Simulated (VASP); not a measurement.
SnO: single point with PBEsol

Crystal: SnO.

```xyz
4
Lattice="3.8020 0.0143 0.0000 0.0143 3.8020 0.0000 0.0000 0.0000 4.8360" Properties=species:S:1:pos:R:3 pbc="T T T"
Sn    0.0071    1.9010    1.1534
Sn    1.9010    0.0071    3.6826
O     0.0000    0.0000    0.0000
O     1.9081    1.9081    0.0000
```

This cell differs from its parent crystal: strain +0.0075 x Voigt [0, 0, 0, 0, 0, 1].

| Item | Value |
| --- | --- |
| Program | VASP 6.6.1 |
| Task | single point |
| Functional | PBEsol |
| Potentials or basis | VASP PAW PBE potentials, release 64 (Sn_d, O) |
| Cutoff | 520 eV |
| k mesh | 12 × 12 × 10 |
| Occupations | gaussian, width 0.15 eV |
| Spin | no spin polarisation |
| Dipole correction | no |
| Further INCAR settings | ALGO = Normal; EDIFF = 1e-06; NBANDS = 28 |

```
Pressure               : 0.2 GPa
Largest force          : 0.147 eV/Å
Band gap on the k mesh : zero (bands 20 and 21 overlap by 0.01 eV)
```

Forces in eV/Å, atoms in the order of the input:
```
Sn   0.000  0.000  0.147
Sn   0.000  0.000 -0.147
O    0.000  0.000  0.000
O    0.000  0.000  0.000
```

Stress tensor (GPa, compression positive):
```
 0.32 -0.62  0.00
-0.62  0.32  0.00
 0.00  0.00 -0.11
```

Levels at points of the mesh, in eV from the Fermi level:
```tsv
k point	band 18	band 19	band 20	band 21	band 22	band 23
(0.00, 0.00, 0.00)	-3.35	-3.25	-0.11	1.94	4.18	4.53
(0.50, 0.00, 0.00)	-5.00	-2.85	-2.85	3.04	3.04	5.77
(0.50, 0.50, 0.00)	-2.59	-2.02	-1.98	-0.11	-0.09	4.22
(0.00, 0.00, 0.50)	-3.26	-3.24	-2.35	1.48	2.77	2.82
(0.50, 0.00, 0.50)	-4.96	-1.86	-1.86	2.43	2.43	5.28
(0.50, 0.50, 0.50)	-2.77	-2.66	-2.59	2.19	2.21	3.86
```

Run time: 7.7 min on 1 thread of Intel Xeon 8259CL, with other jobs on the host, peak memory 0.48 GiB.

Caveat: the cell differs from its parent crystal (strain +0.0075 x Voigt [0, 0, 0, 0, 0, 1]); semilocal functionals underestimate gaps, so a narrow gap can read as zero; the PAW data sets were made with another functional, which shifts forces and pressure a little; spin-orbit coupling is left out, which moves the levels of the heavy elements.
